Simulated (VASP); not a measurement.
# Ge4N (Pm-3m) in VASP: a series of runs

Ge4N is run at these levels: PBE; tasks: single point, relaxation of cell and atoms.

Everything below comes from runs of VASP 6.6.1. Logs are shortened: lines on timing, memory, paths and dates and some standing lists are left out, and cuts for length are marked.

## (1) The cell of the first run

The structure is cubic, space group Pm-3m (No. 221). Conventional cell: a = 4.410 Å, b = 4.410 Å, c = 4.410 Å, α = 90.00°, β = 90.00°, γ = 90.00°. Within 2.9 Å of Ge (site symmetry 4/mmm) lie 2 N at 2.20 Å. Within 4.1 Å of Ge (site symmetry m-3m) lie 12 Ge at 3.12 Å and 8 N at 3.82 Å. N (site symmetry m-3m) has 6 Ge at 2.20 Å within 2.9 Å.

## (2) Single point, PBE

INCAR reads:

```
PREC = Accurate
ENCUT = 520
EDIFF = 1E-6
ISMEAR = 0
SIGMA = 0.1
LREAL = F
LASPH = T
NELM = 80
ALGO = Normal
ISIF = 2
LWAVE = F
LCHARG = T
GGA = PE
LELF = T
LVHAR = T
NBANDS = 38
```

KPOINTS reads:

```
regular mesh
0
Gamma
  4 4 4
```

POSCAR reads:

```
Ge4N
1.0
    4.4098491644      0.0000000000      0.0000000000
    0.0000000000      4.4098491644      0.0000000000
    0.0000000000      0.0000000000      4.4098491644
Ge N
4 1
Direct
    0.0000000000      0.5000000000      0.5000000000
    0.5000000000      0.0000000000      0.5000000000
    0.5000000000      0.5000000000      0.0000000000
    0.0000000000      0.0000000000      0.0000000000
    0.5000000000      0.5000000000      0.5000000000
```

Potentials or basis: VASP PAW PBE potentials, release 64 (Ge_d, N).

Run with:

```bash
$ cat potpaw_PBE.64/Ge_d/POTCAR potpaw_PBE.64/N/POTCAR > POTCAR
$ mpirun -np 1 vasp_std > vasp.out
```

OUTCAR:

```text
PREC = Accurate
   ENCUT = 520
   EDIFF = 1E-6
   ISMEAR = 0
   LREAL = F
   LASPH = T
   NELM = 80
   ISIF = 2
   GGA = PE

 ion  position               nearest neighbor table
   1  0.000  0.500  0.500-   5 2.20   5 2.20
   2  0.500  0.000  0.500-   5 2.20   5 2.20
   3  0.500  0.500  0.000-   5 2.20   5 2.20
   4  0.000  0.000  0.000-
   5  0.500  0.500  0.500-   1 2.20   2 2.20   3 2.20   3 2.20   2 2.20   1 2.20

  LATTYP: Found a simple cubic cell.
 ALAT       =     4.4098491644

  Lattice vectors:

 A1 = (   4.4098491644,   0.0000000000,   0.0000000000)
 A2 = (   0.0000000000,   4.4098491644,   0.0000000000)
 A3 = (   0.0000000000,   0.0000000000,   4.4098491644)

Analysis of symmetry for initial positions (statically):
=====================================================================
 Subroutine PRICEL returns:
 Original cell was already a primitive cell.

 Routine SETGRP: Setting up the symmetry group for a
 simple cubic supercell.

 Subroutine GETGRP returns: Found 48 space group operations
 (whereof 48 operations were pure point group operations)
 out of a pool of 48 trial point group operations.

The static configuration has the point symmetry O_h .

Analysis of symmetry for dynamics (positions and initial velocities):
=====================================================================
 Subroutine PRICEL returns:
 Original cell was already a primitive cell.

 Routine SETGRP: Setting up the symmetry group for a
 simple cubic supercell.

 Subroutine GETGRP returns: Found 48 space group operations
 (whereof 48 operations were pure point group operations)
 out of a pool of 48 trial point group operations.

The dynamic configuration has the point symmetry O_h .

 Subroutine INISYM returns: Found 48 space group operations
 (whereof 48 operations are pure point group operations),
 and found     1 'primitive' translations

----------------------------------------------------------------------------------------

                                     Primitive cell

  volume of cell :      85.7573

  direct lattice vectors                    reciprocal lattice vectors
     4.409849164  0.000000000  0.000000000     0.226765126  0.000000000  0.000000000
     0.000000000  4.409849164  0.000000000     0.000000000  0.226765126  0.000000000
[... 75 lines left out ...]
   NELM   =     80;   NELMIN=  2; NELMDL= -5     # of ELM steps
   EDIFF  = 0.1E-05   stopping-criterion for ELM
   LREAL  =      F    real-space projection
   EDIFFG = 0.1E-04   stopping-criterion for IOM
   NSW    =      0    number of steps for IOM
   IBRION =     -1    ionic relax: 0-MD 1-quasi-New 2-CG
   NFREE  =      0    steps in history (QN), initial steepest desc. (CG)
   ISIF   =      2    stress and relaxation
   ISYM   =      2    0-nonsym 1-usesym 2-fastsym
   POTIM  = 0.5000    time-step for ionic-motion
   TEBEG  =    0.0;   TEEND  =   0.0 temperature during run
   PSTRESS=    0.0 pullay stress
   NELECT =      61.0000    total number of electrons
   NUPDOWN=      -1.0000    fix difference up-down
   EMIN   =  10.00;   EMAX   =-10.00  energy-range for DOS
   EFERMI =   0.00;   METHOD = LEGACY
   ISMEAR =     0;   SIGMA  =   0.10  broadening in eV -4-tet -1-fermi 0-gaus
   EFERMI_NEDOS =   21; number of points for ismear=-14 and -15
   IALGO  =     38    algorithm
   IMIX   =      4    mixing-type and parameters
     AMIX     =   0.40;   BMIX     =  1.00
     AMIX_MAG =   1.60;   BMIX_MAG =  1.00
  volume/ion in A,a.u.               =      17.15       115.74
  Fermi-wavevector in a.u.,A,eV,Ry     =   1.461373  2.761594 29.056747  2.135611
  Thomas-Fermi vector in A             =   2.577712
   LORBIT       =      0    0 simple, 1 ext, 2 COOP (PROOUT), +10 PAW based schemes
   GGA     = PE    functional components
   LHFCALC =     F    Hartree Fock is set to
   AEXX    =    0.0000 exact exchange contribution
   IVDW    =     0    specifies the selected vdW correction
   LEPSILON=     F    determine dielectric tensor
   LRPA    =     F    only Hartree local field effects (RPA)
 non-spin polarized calculation
 Gauss-broadening in eV      SIGMA  =   0.10
  energy-cutoff  :      520.00
  volume of cell :       85.76
 maximum number of plane-waves:      2325
 NGX is ok and might be reduce to    36
   NGX = 17   NGY = 17   NGZ = 17

 number of electron      61.0000054 magnetization

 Free energy of the ion-electron system (eV)
  ---------------------------------------------------
  ext. energy  EPLUGINS =         0.00000000
  ---------------------------------------------------
  free energy    TOTEN  =       -23.21529632 eV

  energy without entropy =      -23.18193065  energy(sigma->0) =      -23.19861348

 E-fermi :   6.2573     XC(G=0): -11.1603

 val. band max:        6.2403093593   @ k =   0.5000   0.5000   0.2500
 cond. band min:       6.2788195449   @ k =   0.5000   0.2500   0.0000
 fundamental gap:      0.0385101855
 Fermi energy:         6.2573133066

 k-point     1 :       0.0000    0.0000    0.0000
  band No.  band energies     occupation
      1     -18.6226      2.00000
      2     -18.5556      2.00000
      3     -18.5556      2.00000
      4     -18.5556      2.00000
      5     -18.5196      2.00000
      6     -18.5196      2.00000
[... 399 lines left out ...]
     37      12.2127      0.00000
     38      12.2132      0.00000

------------------------ aborting loop because EDIFF is reached ----------------------------------------

  FORCE on cell =-STRESS in cart. coord.  units (eV):
  Direction    XX          YY          ZZ          XY          YZ          ZX
  --------------------------------------------------------------------------------------
  -------------------------------------------------------------------------------------
  Total       -0.1972218     -0.1972218     -0.1972218     -0.0000000     -0.0000000     -0.0000000
  in kB       -3.6846333     -3.6846333     -3.6846333     -0.0000000     -0.0000000     -0.0000000
  external PRESSURE =      -3.6846333 kB  Pullay stress =       0.0000000 kB

 VOLUME and BASIS-vectors are now :
 -----------------------------------------------------------------------------
  energy-cutoff  :      520.00
  volume of cell :       85.76
      direct lattice vectors                 reciprocal lattice vectors
     4.409849164  0.000000000  0.000000000     0.226765126  0.000000000  0.000000000
     0.000000000  4.409849164  0.000000000     0.000000000  0.226765126  0.000000000
     0.000000000  0.000000000  4.409849164     0.000000000  0.000000000  0.226765126

 POSITION                                       TOTAL-FORCE (eV/Angst)
 -----------------------------------------------------------------------------------
      0.00000      2.20492      2.20492         0.000000      0.000000      0.000000
      2.20492      0.00000      2.20492         0.000000      0.000000      0.000000
      2.20492      2.20492      0.00000         0.000000      0.000000      0.000000
      0.00000      0.00000      0.00000         0.000000      0.000000      0.000000
      2.20492      2.20492      2.20492         0.000000      0.000000      0.000000
 -----------------------------------------------------------------------------------
    total drift:                                0.000000      0.000000      0.000000

  FREE ENERGIE OF THE ION-ELECTRON SYSTEM (eV)
  ---------------------------------------------------
  free  energy   TOTEN  =       -23.2152963165 eV

  energy  without entropy=      -23.1819306497  energy(sigma->0) =      -23.19861348
```

OSZICAR:

```text
N       E                     dE             d eps       ncg     rms          rms(c)
DAV:   1     0.589052142530E+03    0.58905E+03   -0.29656E+04   926   0.446E+03
DAV:   2     0.864043966784E+02   -0.50265E+03   -0.48556E+03   760   0.910E+02
DAV:   3    -0.177900063066E+02   -0.10419E+03   -0.10008E+03   876   0.226E+02
DAV:   4    -0.253265223960E+02   -0.75365E+01   -0.74650E+01   876   0.657E+01
DAV:   5    -0.255277071620E+02   -0.20118E+00   -0.20100E+00   874   0.116E+01    0.897E+00
DAV:   6    -0.240273155320E+02    0.15004E+01   -0.19318E+01  1016   0.205E+01    0.621E+00
DAV:   7    -0.232089804476E+02    0.81834E+00   -0.33163E+00  1076   0.126E+01    0.223E+00
DAV:   8    -0.232287525005E+02   -0.19772E-01   -0.49624E-01   862   0.319E+00    0.105E+00
DAV:   9    -0.232500476281E+02   -0.21295E-01   -0.11602E-01  1114   0.200E+00    0.144E+00
DAV:  10    -0.232214576365E+02    0.28590E-01   -0.12186E-01   984   0.193E+00    0.659E-01
DAV:  11    -0.232151797494E+02    0.62779E-02   -0.15634E-02   934   0.641E-01    0.174E-01
DAV:  12    -0.232154724616E+02   -0.29271E-03   -0.44950E-03  1004   0.233E-01    0.140E-01
DAV:  13    -0.232159705711E+02   -0.49811E-03   -0.28792E-03   998   0.266E-01    0.209E-01
DAV:  14    -0.232152941980E+02    0.67637E-03   -0.13961E-03  1042   0.174E-01    0.170E-02
DAV:  15    -0.232152982049E+02   -0.40069E-05   -0.75639E-05   724   0.445E-02    0.123E-02
DAV:  16    -0.232152994631E+02   -0.12582E-05   -0.21344E-06   716   0.102E-02    0.145E-02
DAV:  17    -0.232152962080E+02    0.32551E-05   -0.60596E-06   764   0.130E-02    0.117E-03
DAV:  18    -0.232152963165E+02   -0.10843E-06   -0.10680E-06   552   0.474E-03
   1 F= -.23215296E+02 E0= -.23198613E+02  d E =-.333657E-01
```

stdout:

```text
POSCAR found type information on POSCAR GeN
 POSCAR found :  2 types and       5 ions
 scaLAPACK will be used
 LDA part: xc-table for (Slater+PW92), standard interpolation
 POSCAR, INCAR and KPOINTS ok, starting setup
 FFT: planning ... GRIDC
 FFT: planning ... GRID_SOFT
 FFT: planning ... GRID
 WAVECAR not read
 entering main loop
```

It took 72 s on 1 thread of Intel Xeon Platinum 8259CL at 2.50GHz (Skylake/Cascade Lake), shared host; peak memory 0.19 GiB.

What came out:

```
Free energy : -23.2153 eV
Pressure    : -0.4 GPa
```

Levels at points of the mesh, in eV from the Fermi level:
```tsv
k point	band 26	band 27	band 28	band 29	band 30	band 31	band 32	band 33	band 34	band 35
(0.00, 0.00, 0.00)	-6.01	-6.01	-3.70	-1.03	-1.03	-1.03	2.29	2.29	2.29	5.96
(0.50, 0.00, 0.00)	-5.78	-5.65	-1.81	-1.81	-0.14	0.15	1.47	1.47	2.44	3.13
(0.50, 0.50, 0.00)	-5.41	-1.86	-1.86	-0.90	-0.03	-0.03	0.26	0.64	0.64	3.04
(0.50, 0.50, 0.50)	-4.88	-4.88	-4.88	0.08	0.08	0.08	2.08	5.05	5.05	5.93
```

## (3) Single point, PBE

This run uses another cell than the first one, of 19.59 Å³/atom, 1.142 times its volume.

INCAR reads:

```
SYSTEM = Ge4N
ALGO     = Normal         ! electronic algorithm
EDIFF    = 1E-7           ! SCF threshold, eV
ENCUT    = 520            ! plane-wave cutoff, eV
GGA      = PE             ! functional
ISIF     = 2              ! what is computed and relaxed
ISMEAR   = 0              ! smearing method
LASPH    = .True.         ! aspherical terms in the spheres
LCHARG   = .False.        ! write CHGCAR
LREAL    = .False.        ! projectors in reciprocal space
LWAVE    = .False.        ! write WAVECAR
NBANDS   = 38             ! bands
NELM     = 100            ! most SCF steps
PREC     = Accurate       ! precision mode
SIGMA    = 0.1            ! smearing width, eV
```

KPOINTS reads:

```
k-points
0
Gamma
  4 4 4
  0 0 0
```

POSCAR: that of step 2 with these lines changed.

```diff
@@ -2,5 +2,5 @@
 1.0
-    4.4098491644      0.0000000000      0.0000000000
-    0.0000000000      4.4098491644      0.0000000000
-    0.0000000000      0.0000000000      4.4098491644
+    4.6097555800      0.0000000000      0.0000000000
+    0.0000000000      4.6097555800      0.0000000000
+    0.0000000000      0.0000000000      4.6097555800
 Ge N
```

Potentials or basis: VASP PAW PBE potentials, release 64 (Ge_d, N).

Run with:

```bash
$ cat potpaw_PBE.64/Ge_d/POTCAR potpaw_PBE.64/N/POTCAR > POTCAR
$ mpirun -np 1 vasp_std > vasp.out
```

OUTCAR:

```text
SYSTEM = Ge4N
   EDIFF = 1E-7
   ENCUT = 520
   GGA = PE
   ISIF = 2
   ISMEAR = 0
   LASPH = .True.
   LREAL = .False.
   NELM = 100
   PREC = Accurate

 ion  position               nearest neighbor table
   1  0.000  0.500  0.500-   5 2.30   5 2.30
   2  0.500  0.000  0.500-   5 2.30   5 2.30
   3  0.500  0.500  0.000-   5 2.30   5 2.30
   4  0.000  0.000  0.000-
   5  0.500  0.500  0.500-   1 2.30   2 2.30   3 2.30   3 2.30   2 2.30   1 2.30

[... 596 lines left out ...]
  --------------------------------------------------------------------------------------
  -------------------------------------------------------------------------------------
  Total       -4.6033372     -4.6033372     -4.6033372      0.0000000      0.0000000     -0.0000000
  in kB      -75.2921459    -75.2921459    -75.2921459      0.0000000      0.0000000     -0.0000000
  external PRESSURE =     -75.2921459 kB  Pullay stress =       0.0000000 kB

 VOLUME and BASIS-vectors are now :
 -----------------------------------------------------------------------------
  energy-cutoff  :      520.00
  volume of cell :       97.96
      direct lattice vectors                 reciprocal lattice vectors
     4.609755580  0.000000000  0.000000000     0.216931241  0.000000000  0.000000000
     0.000000000  4.609755580  0.000000000     0.000000000  0.216931241  0.000000000
     0.000000000  0.000000000  4.609755580     0.000000000  0.000000000  0.216931241

 POSITION                                       TOTAL-FORCE (eV/Angst)
 -----------------------------------------------------------------------------------
      0.00000      2.30488      2.30488         0.000000      0.000000      0.000000
      2.30488      0.00000      2.30488         0.000000      0.000000      0.000000
      2.30488      2.30488      0.00000         0.000000      0.000000      0.000000
      0.00000      0.00000      0.00000         0.000000      0.000000      0.000000
      2.30488      2.30488      2.30488         0.000000      0.000000      0.000000
 -----------------------------------------------------------------------------------
    total drift:                                0.000000      0.000000      0.000000

  FREE ENERGIE OF THE ION-ELECTRON SYSTEM (eV)
  ---------------------------------------------------
  free  energy   TOTEN  =       -22.8878103719 eV

  energy  without entropy=      -22.8519004677  energy(sigma->0) =      -22.86985542
```

Run time: 80 s. Hardware: 1 thread of Intel Xeon Platinum 8259CL at 2.50GHz (Skylake/Cascade Lake), shared host; peak memory 0.2 GiB.

What came out:

```
Free energy : -22.8878 eV
Pressure    : -7.5 GPa
```

## (4) Relaxation of cell and atoms, PBE

This run uses another cell than the first one, of 19.59 Å³/atom, 1.142 times its volume.

INCAR reads:

```
SYSTEM = Ge4N
  PREC = Accurate
  ENCUT = 600
  EDIFF = 1E-6
  ISMEAR = 0
  SIGMA = 0.1
  LREAL = .False.
  LASPH = .True.
  NELM = 80
  ALGO = Normal
  ISIF = 3
  LWAVE = .False.
  LCHARG = .False.
  GGA = PE
  IBRION = 2
  NSW = 90
  EDIFFG = -0.04
```

KPOINTS reads:

```
Automatic mesh
0
Gamma
  4 4 4
  0 0 0
```

POSCAR is that of step 3.

Run with:

```bash
$ cat potpaw_PBE.64/Ge_d/POTCAR potpaw_PBE.64/N/POTCAR > POTCAR
$ mpirun -np 1 vasp_std > vasp.out
```

It took 2.5 min on 1 thread of Intel Xeon Platinum 8259CL at 2.50GHz (Skylake/Cascade Lake), shared host; peak memory 0.25 GiB.

It converged, with:

- Free energy: -23.2245 eV
- Relaxed volume: 17.10 Å³/atom
- Relaxed cell: a = 4.405 Å, b = 4.405 Å, c = 4.405 Å, α = 90.00°, β = 90.00°, γ = 90.00°
- Space group after relaxing (to 0.05 Å): Pm-3m (No. 221)
- Energy gained by relaxing: 67.0 meV/atom
- Ionic steps: 2
- Pressure after relaxing: -0.1 GPa

The path:
| step | energy change (eV) | largest force (eV/Å) | pressure (GPa) | volume (Å³) |
| --- | --- | --- | --- | --- |
| 1 | 0.0000 | 0.0000 | -7.53 | 97.96 |
| 2 | -0.3348 | 0.0000 | -0.08 | 85.48 |

Final structure:
```yaml
crystal:
  lattice:
    - [4.40509, 0.00000, 0.00000]
    - [0.00000, 4.40509, 0.00000]
    - [0.00000, 0.00000, 4.40509]
  atoms:
    - { symbol: Ge, position: [0.00000, 0.50000, 0.50000] }
    - { symbol: Ge, position: [0.50000, 0.00000, 0.50000] }
    - { symbol: Ge, position: [0.50000, 0.50000, 0.00000] }
    - { symbol: Ge, position: [0.00000, 0.00000, 0.00000] }
    - { symbol: N, position: [0.50000, 0.50000, 0.50000] }
```

Levels at points of the mesh, in eV from the Fermi level:
```tsv
k point	band 28	band 29	band 30	band 31	band 32	band 33
(0.00, 0.00, 0.00)	-3.69	-1.04	-1.04	-1.04	2.30	2.30
(0.50, 0.00, 0.00)	-1.81	-1.81	-0.14	0.15	1.47	1.47
(0.50, 0.50, 0.00)	-1.87	-0.90	-0.04	-0.04	0.26	0.65
(0.50, 0.50, 0.50)	-4.90	0.08	0.08	0.08	2.09	5.06
```

## (5) Summary

| task | cell | cutoff (eV) | gap on the mesh (eV) | pressure (GPa) |
| --- | --- | --- | --- | --- |
| single point | a = 4.410 Å, 5 atoms | 520 | none | -0.4 |
| single point | a = 4.610 Å, 5 atoms | 520 | none | -7.5 |
| relaxation of cell and atoms | relaxed from a = 4.610 Å, 5 atoms | 600 | none | -0.1 |

Alike in all rows: level PBE; potentials or basis VASP PAW PBE potentials, release 64 (Ge_d, N); no spin polarisation; k mesh 4 × 4 × 4; smearing gaussian 0.1 eV.

Absolute energies hang on the potentials; compare differences alone.
